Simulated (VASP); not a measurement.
Wanted: the native input for a VASP 6.6.1 run.

```
Task                   : single point
Functional             : r2SCAN
Potentials or basis    : VASP PAW PBE potentials, release 64 (B, P)
Cutoff                 : 520 eV
k mesh                 : 8 × 8 × 8
Occupations            : gaussian, width 0.05 eV
Spin                   : no spin polarisation
Dipole correction      : no
Further INCAR settings : ALGO = Normal; EDIFF = 1e-06; NBANDS = 11
```

BP:

```xyz
2
Lattice="0.0000 2.1980 2.4179 2.1980 0.0000 2.4179 2.1980 2.1980 0.0000" Properties=species:S:1:pos:R:3 pbc="T T T"
B     0.0000    0.0000    0.0000
P     3.2971    3.2971    3.6268
```

This cell differs from its parent crystal: ratio of the length along z to the lengths across it x 1.1, volume and fractional coordinates fixed.

One way to write it, as run:

POSCAR

```
BP
1.0
    0.0000000000      2.1980467957      2.4178514752
    2.1980467957      0.0000000000      2.4178514752
    2.1980467957      2.1980467957      0.0000000000
B P
1 1
Direct
    0.0000000000      0.0000000000      0.0000000000
    0.7500000000      0.7500000000      0.7500000000
```

INCAR.step1

```
PREC     = Accurate       # precision mode
ENCUT    = 520            # plane-wave cutoff, eV
ISMEAR   = 0              # smearing method
SIGMA    = 0.05           # smearing width, eV
LREAL    = F              # projectors in reciprocal space
LASPH    = T              # aspherical terms in the spheres
NELM     = 100            # most SCF steps
NBANDS   = 11             # bands
GGA      = PE             # functional
ALGO     = Normal         # electronic algorithm
EDIFF    = 1E-4           # SCF threshold, eV
LWAVE    = T              # write WAVECAR
LCHARG   = F              # write CHGCAR
```

INCAR.step2

```
PREC     = Accurate       # precision mode
ENCUT    = 520            # plane-wave cutoff, eV
EDIFF    = 1E-6           # SCF threshold, eV
ISMEAR   = 0              # smearing method
SIGMA    = 0.05           # smearing width, eV
LREAL    = F              # projectors in reciprocal space
LASPH    = T              # aspherical terms in the spheres
NELM     = 100            # most SCF steps
ALGO     = Normal         # electronic algorithm
ISIF     = 2              # what is computed and relaxed
LWAVE    = F              # write WAVECAR
LCHARG   = T              # write CHGCAR
METAGGA  = R2SCAN         # meta-GGA
LMIXTAU  = T            
LELF     = T              # ELF
LVHAR    = T            
NBANDS   = 11             # bands
ISTART   = 1
```

KPOINTS

```
regular mesh
0
Gamma
  8 8 8
```

Potentials or basis: VASP PAW PBE potentials, release 64 (B, P).

Run with:

```sh
$ cat potpaw_PBE.64/B/POTCAR potpaw_PBE.64/P/POTCAR > POTCAR
$ cp INCAR.step1 INCAR
$ mpirun -np 1 vasp_std > vasp.out
$ cp INCAR.step2 INCAR
$ mpirun -np 1 vasp_std > vasp.out
```

Results of the run:

```
Pressure               : -0.7 GPa
Band gap on the k mesh : 0.71 eV, indirect (least direct gap 3.13 eV)
```

Caveat: the PAW data sets were made with another functional, which shifts forces and pressure a little.

Run time: 35 s on 1 thread of Intel(R) Xeon(R) Platinum 8259CL CPU @ 2.50GHz (Skylake/Cascade Lake) (shared host), peak memory 0.14 GiB.
